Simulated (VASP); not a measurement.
# Pb (Fm-3m) in VASP: a series of runs, part 2 of 2

VASP 6.6.1.

### 5 Single point, RPBE (volume scaled by 1.08)

The input, INCAR:

```
SYSTEM = Pb
ALGO = Normal
EDIFF = 1E-6
ENCUT = 520
GGA = RP
ISIF = 2
ISMEAR = -1
LASPH = .True.
LCHARG = .False.
LREAL = .False.
LWAVE = .False.
NBANDS = 13
NELM = 100
PREC = Accurate
SIGMA = 0.1
```

The input, KPOINTS:

```
k-points
0
Gamma
  17 17 17
  0 0 0
```

The input, POSCAR:

```
Pb
1.0
    0.0000000000      2.6169085491      2.6169085491
    2.6169085491      0.0000000000      2.6169085491
    2.6169085491      2.6169085491      0.0000000000
Pb
1
Direct
    0.0000000000      0.0000000000      0.0000000000
```

Potentials or basis: VASP PAW PBE potentials, release 64 (Pb_d).

Run with:

```sh
$ cat potpaw_PBE.64/Pb_d/POTCAR > POTCAR
$ mpirun -np 1 vasp_std > vasp.out
```

OUTCAR:

```text
SYSTEM = Pb
   EDIFF = 1E-6
   ENCUT = 520
   GGA = RP
   ISIF = 2
   ISMEAR = -1
   LASPH = .True.
   LREAL = .False.
   NELM = 100
   PREC = Accurate

 ion  position               nearest neighbor table
   1  0.000  0.000  0.000-

  LATTYP: Found a face centered cubic cell.
 ALAT       =     5.2338170982

  Lattice vectors:

 A1 = (   0.0000000000,   2.6169085491,   2.6169085491)
 A2 = (   2.6169085491,   0.0000000000,   2.6169085491)
 A3 = (   2.6169085491,   2.6169085491,   0.0000000000)

Analysis of symmetry for initial positions (statically):
=====================================================================
 Subroutine PRICEL returns:
 Original cell was already a primitive cell.

 Routine SETGRP: Setting up the symmetry group for a
 face centered cubic supercell.

 Subroutine GETGRP returns: Found 48 space group operations
 (whereof 48 operations were pure point group operations)
 out of a pool of 48 trial point group operations.

The static configuration has the point symmetry O_h .

Analysis of symmetry for dynamics (positions and initial velocities):
=====================================================================
 Subroutine PRICEL returns:
 Original cell was already a primitive cell.

 Routine SETGRP: Setting up the symmetry group for a
 face centered cubic supercell.

 Subroutine GETGRP returns: Found 48 space group operations
 (whereof 48 operations were pure point group operations)
 out of a pool of 48 trial point group operations.

The dynamic configuration has the point symmetry O_h .

 Subroutine INISYM returns: Found 48 space group operations
 (whereof 48 operations are pure point group operations),
 and found     1 'primitive' translations

----------------------------------------------------------------------------------------

                                     Primitive cell

  volume of cell :      35.8423

  direct lattice vectors                    reciprocal lattice vectors
     0.000000000  2.616908549  2.616908549    -0.191065141  0.191065141  0.191065141
     2.616908549  0.000000000  2.616908549     0.191065141 -0.191065141  0.191065141
[... 106 lines left out ...]
  Thomas-Fermi vector in A             =   2.332635
   LORBIT       =      0    0 simple, 1 ext, 2 COOP (PROOUT), +10 PAW based schemes
   GGA     = RP    functional components
   LHFCALC =     F    Hartree Fock is set to
   AEXX    =    0.0000 exact exchange contribution
   IVDW    =     0    specifies the selected vdW correction
   LEPSILON=     F    determine dielectric tensor
   LRPA    =     F    only Hartree local field effects (RPA)
 non-spin polarized calculation
  energy-cutoff  :      520.00
  volume of cell :       35.84
 maximum number of plane-waves:       978
   NGX = 13   NGY = 13   NGZ = 13

 number of electron      14.0000001 magnetization

 Free energy of the ion-electron system (eV)
  ---------------------------------------------------
  ext. energy  EPLUGINS =         0.00000000
  ---------------------------------------------------
  free energy    TOTEN  =        -3.17193515 eV

  energy without entropy =       -3.15260285  energy(sigma->0) =       -3.16226900

 E-fermi :   5.7077     XC(G=0):  -9.3013

 val. band max:        5.7044729873   @ k =  -0.4118   0.4118   0.0588
 cond. band min:       5.7157033728   @ k =  -0.3529   0.4706   0.1176
 fundamental gap:      0.0112303855
 Fermi energy:         5.7076575745

 k-point     1 :       0.0000    0.0000    0.0000
  band No.  band energies     occupation
      1     -11.3832      2.00000
      2     -11.3832      2.00000
      3     -11.3832      2.00000
      4     -11.3026      2.00000
      5     -11.3026      2.00000
      6      -5.0426      2.00000
      7      11.8759      0.00000
      8      11.8759      0.00000
      9      11.8759      0.00000
     10      14.9374      0.00000
     11      15.2579      0.00000
     12      17.0162      0.00000
     13      17.0162      0.00000
[... 354 lines left out ...]
  band No.  band energies     occupation
      1     -11.3840      2.00000
      2     -11.3681      2.00000
      3     -11.3644      2.00000
      4     -11.3079      2.00000
      5     -11.2946      2.00000
      6      -4.6935      2.00000
      7       9.0827      0.00000
      8      10.7591      0.00000
      9      11.8441      0.00000
     10      14.6661      0.00000
     11      16.3380      0.00000
     12      17.2660      0.00000
     13      17.3239      0.00000

 [... further k-points ...]
[... 5 lines left out ...]
  --------------------------------------------------------------------------------------
  -------------------------------------------------------------------------------------
  Total       -0.4866220     -0.4866220     -0.4866220      0.0000000      0.0000000     -0.0000000
  in kB      -21.7523760    -21.7523760    -21.7523760      0.0000000      0.0000000     -0.0000000
  external PRESSURE =     -21.7523760 kB  Pullay stress =       0.0000000 kB

 VOLUME and BASIS-vectors are now :
 -----------------------------------------------------------------------------
  energy-cutoff  :      520.00
  volume of cell :       35.84
      direct lattice vectors                 reciprocal lattice vectors
     0.000000000  2.616908549  2.616908549    -0.191065141  0.191065141  0.191065141
     2.616908549  0.000000000  2.616908549     0.191065141 -0.191065141  0.191065141
     2.616908549  2.616908549  0.000000000     0.191065141  0.191065141 -0.191065141

 POSITION                                       TOTAL-FORCE (eV/Angst)
 -----------------------------------------------------------------------------------
      0.00000      0.00000      0.00000        -0.000000     -0.000000      0.000000
 -----------------------------------------------------------------------------------
    total drift:                               -0.000000     -0.000000     -0.000000

  FREE ENERGIE OF THE ION-ELECTRON SYSTEM (eV)
  ---------------------------------------------------
  free  energy   TOTEN  =        -3.1719351467 eV

  energy  without entropy=       -3.1526028459  energy(sigma->0) =       -3.16226900
```

OSZICAR:

```text
N       E                     dE             d eps       ncg     rms          rms(c)
DAV:   1     0.108270580518E+03    0.10827E+03   -0.70211E+03  4325   0.119E+03
DAV:   2     0.241262940822E+01   -0.10586E+03   -0.10295E+03  4460   0.306E+02
DAV:   3    -0.303063224384E+01   -0.54433E+01   -0.54253E+01  5401   0.751E+01
DAV:   4    -0.316753013955E+01   -0.13690E+00   -0.13687E+00  5276   0.131E+01
DAV:   5    -0.317359823011E+01   -0.60681E-02   -0.60679E-02  5948   0.254E+00    0.392E-01
DAV:   6    -0.317117132324E+01    0.24269E-02   -0.91020E-03  5844   0.141E+00    0.234E-01
DAV:   7    -0.317166415552E+01   -0.49283E-03   -0.49826E-03  5560   0.101E+00    0.921E-02
DAV:   8    -0.317193507300E+01   -0.27092E-03   -0.66312E-04  5240   0.378E-01    0.140E-02
DAV:   9    -0.317193389302E+01    0.11800E-05   -0.13495E-05  5596   0.576E-02    0.672E-03
DAV:  10    -0.317193516556E+01   -0.12725E-05   -0.41825E-06  4945   0.164E-02    0.596E-04
DAV:  11    -0.317193514669E+01    0.18869E-07   -0.62957E-08  3310   0.334E-03
   1 F= -.31719351E+01 E0= -.31622690E+01  d E =-.193323E-01
```

stdout:

```text
POSCAR found type information on POSCAR Pb
 POSCAR found :  1 types and       1 ions
 scaLAPACK will be used
 -----------------------------------------------------------------------------
|                                                                             |
|                                                                             |
|     You enforced a specific xc type in the INCAR file but a different       |
|     I HOPE YOU KNOW WHAT YOU ARE DOING!                                     |
|                                                                             |
 -----------------------------------------------------------------------------

 LDA part: xc-table for (Slater+PW92), standard interpolation
 POSCAR, INCAR and KPOINTS ok, starting setup
 FFT: planning ... GRIDC
 FFT: planning ... GRID_SOFT
 FFT: planning ... GRID
 WAVECAR not read
 entering main loop
```

Wall time 34 s (1 thread of AMD EPYC 9R14 (Zen 4), shared host); peak memory 0.18 GiB.

What came out:

```
Free energy            : -3.1719 eV
Pressure               : -2.2 GPa
Band gap on the k mesh : zero (band 7 reaches 11.88 eV, above the bottom of band 8 at 4.40 eV)
```

Caveat: the PAW data sets were made with another functional, which shifts forces and pressure a little; spin-orbit coupling is left out, which moves the levels of the heavy elements.

### 6 Single point, RPBE (volume scaled by 1.12)

The input, INCAR:

```
SYSTEM = Pb
PREC = Accurate ; ENCUT = 520
EDIFF = 1E-6 ; ISMEAR = -1
SIGMA = 0.1 ; LREAL = .FALSE.
LASPH = .TRUE. ; NELM = 80
ALGO = Normal ; ISIF = 2
LWAVE = .FALSE. ; LCHARG = .FALSE.
GGA = RP ; NBANDS = 13
```

The input, KPOINTS:

```
regular mesh
0
G
  17 17 17
  0 0 0
```

The input, POSCAR:

```
Pb
1.0
    0.0000000000      2.6488252136      2.6488252136
    2.6488252136      0.0000000000      2.6488252136
    2.6488252136      2.6488252136      0.0000000000
Pb
1
Direct
    0.0000000000      0.0000000000      0.0000000000
```

Potentials or basis: VASP PAW PBE potentials, release 64 (Pb_d).

Run with:

```sh
$ cat potpaw_PBE.64/Pb_d/POTCAR > POTCAR
$ mpirun -np 1 vasp_std > vasp.out
```

It took 34 s on 1 thread of AMD EPYC 9R14 (Zen 4), shared host; peak memory 0.18 GiB.

Results (log left out):

| Item | Value |
| --- | --- |
| Free energy | -3.1511 eV |
| Pressure | -3.0 GPa |
| Band gap on the k mesh | zero (band 7 reaches 11.28 eV, above the bottom of band 8 at 4.13 eV) |

Levels at points of the mesh, in eV from the Fermi level:
| k point | band 5 | band 6 | band 7 | band 8 | band 9 | band 10 |
| --- | --- | --- | --- | --- | --- | --- |
| (0.00, 0.00, 0.00) | -17.02 | -10.56 | 5.91 | 5.91 | 5.91 | 8.81 |

Caveat: the PAW data sets were made with another functional, which shifts forces and pressure a little; spin-orbit coupling is left out, which moves the levels of the heavy elements.

### 7 The runs side by side

```csv
cell,gap on the mesh (eV),pressure (GPa)
"a = 3.558 Å, angles 60.0°, 1 atom",none,1.6
"a = 3.607 Å, angles 60.0°, 1 atom",none,0.1
"a = 3.655 Å, angles 60.0°, 1 atom",none,-1.2
"a = 3.701 Å, angles 60.0°, 1 atom",none,-2.2
"a = 3.746 Å, angles 60.0°, 1 atom",none,-3.0
```

Alike in all rows: task single point; level RPBE; potentials or basis VASP PAW PBE potentials, release 64 (Pb_d); no spin polarisation; k mesh 17 × 17 × 17; cutoff (eV) 520; smearing fermi-dirac 0.1 eV.

Caveats: the PAW data sets were made with another functional, which shifts forces and pressure a little; spin-orbit coupling is left out, which moves the levels of the heavy elements.

Absolute energies hang on the potentials; compare differences alone.
